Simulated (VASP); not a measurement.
A run of VASP 6.6.1 is set up as follows.

File INCAR:

```
SYSTEM = Ta2Si
ALGO = Fast ; EDIFF = 1E-6
ENCUT = 520 ; GGA = CA
ISIF = 2 ; ISMEAR = -1
LASPH = .True. ; LCHARG = .False.
LREAL = .False. ; LWAVE = .False.
NBANDS = 35 ; NELM = 80
PREC = Accurate ; SIGMA = 0.15
```

Contents of KPOINTS:

```
k-points
0
Gamma
  10 10 10
  0 0 0
```

Contents of POSCAR:

```
Ta2Si
1.0
   -3.0467380325      3.0467380325      2.5052582537
    3.0467380325     -3.0467380325      2.5052582537
    3.0467380325      3.0467380325     -2.5052582537
Ta Si
4 2
Direct
    0.6624259646      0.8375740354      0.5000000000
    0.8375740354      0.3375740354      0.1751480709
    0.3375740354      0.1624259646      0.5000000000
    0.1624259646      0.6624259646      0.8248519291
    0.2500000000      0.2500000000      0.0000000000
    0.7500000000      0.7500000000      0.0000000000
```

Potentials or basis: VASP PAW LDA potentials, release 64 (Ta_pv, Si).

Launch:

```console
$ cat potpaw_LDA.64/Ta_pv/POTCAR potpaw_LDA.64/Si/POTCAR > POTCAR
$ mpirun -np 1 vasp_std > vasp.out
```

Task: What does it give for the pressure?

Result: 0.9 GPa.

Task: Estimate the largest force.

Result: 0.007 eV/Å.

Forces on the atoms (eV/Å):
```
Ta   0.005 -0.005  0.000
Ta   0.005  0.005  0.000
Ta  -0.005  0.005  0.000
Ta  -0.005 -0.005  0.000
Si   0.000  0.000  0.000
Si   0.000  0.000  0.000
```
